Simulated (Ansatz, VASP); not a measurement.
BaTiO3 in VASP and in Ansatz

Contents of INCAR:

```
SYSTEM = BaTiO3
ALGO     = Normal         ! electronic algorithm
EDIFF    = 1E-6           ! SCF threshold, eV
ENCUT    = 520            ! plane-wave cutoff, eV
GGA      = PS             ! functional
ISIF     = 2              ! what is computed and relaxed
ISMEAR   = -1             ! smearing method
LASPH    = .True.         ! aspherical terms in the spheres
LCHARG   = .False.        ! write CHGCAR
LREAL    = .False.        ! projectors in reciprocal space
LWAVE    = .False.        ! write WAVECAR
NBANDS   = 28             ! bands
NELM     = 60             ! most SCF steps
PREC     = Accurate       ! precision mode
SIGMA    = 0.05           ! smearing width, eV
```

The input KPOINTS:

```
k-points
0
Gamma
  7 7 7
  0 0 0
```

Contents of POSCAR:

```
BaTiO3
1.0
    4.0379468039      0.0000000000      0.0000000000
    0.0000000000      2.8742319127      2.8825904778
    0.0000000000     -2.8742319127      2.8825904778
Ba Ti O
1 1 3
Direct
    0.0000000000      0.0000000000      0.0000000000
    0.5000000000      0.5124000000      0.5124000000
    0.5000000000      0.9918400000      0.5052400000
    0.5000000000      0.5052400000      0.9918400000
    0.0000000000      0.4874000000      0.4874000000
```

File input.yaml:

```yaml
crystal:
  lattice:
    - [4.0379468039, 0.0, 0.0]
    - [0.0, 2.8742319127, 2.8825904778]
    - [0.0, -2.8742319127, 2.8825904778]
  atoms:
    - { symbol: Ba, position: [0.0, 0.0, 0.0] }
    - { symbol: Ti, position: [0.5, 0.5124, 0.5124] }
    - { symbol: O, position: [0.5, 0.99184, 0.50524] }
    - { symbol: O, position: [0.5, 0.50524, 0.99184] }
    - { symbol: O, position: [0.0, 0.4874, 0.4874] }
kpoints:
  mp_grid: { grid: [7, 7, 7] }
scf:
  occupations: { method: fermi_dirac, width: 0.05 }
hamiltonian:
  xc: pbesol
  pseudopotentials: { kind: all_electron, lapw: { basis_error: 0.002 } }
output:
  forces: true
  stress: true
  eigenvalues: true
```

Change from the starting cell: volume scaled by 1.04.

Alike in both runs: task single point; functional PBEsol; k mesh 7 × 7 × 7; occupations fermi-dirac, width 0.05 eV; no spin polarisation.

```csv
,VASP,Ansatz
version,VASP 6.6.1,Ansatz 0.2.0
potentials or method,"VASP PAW PBE potentials, release 64 (Ba_sv, Ti_sv, O), cutoff 520 eV","all-electron LAPW, scalar-relativistic"
```

|  | VASP | Ansatz | Ansatz less VASP |
| --- | --- | --- | --- |
| gap on the k mesh at the Fermi level (eV) | 1.79 | 1.85 | +0.055 |
| least direct gap on the mesh (eV) | 1.97 | 1.99 | +0.020 |
| pressure (GPa) | -8.1 | -9.7 | -1.56 |
| traceless stress, the component that is largest in VASP (GPa) | -0.33 | -0.34 | -0.004 |
| rms of the force components (eV/Å) | 0.190 | 0.198 | +0.0075 |

VASP's potentials were made for PBE, not for PBEsol. Atom by atom the forces differ by 0.011 eV/Å (rms over components). Ansatz ran all-electron here, and VASP with PAW potentials.

Spin-orbit coupling is off throughout.
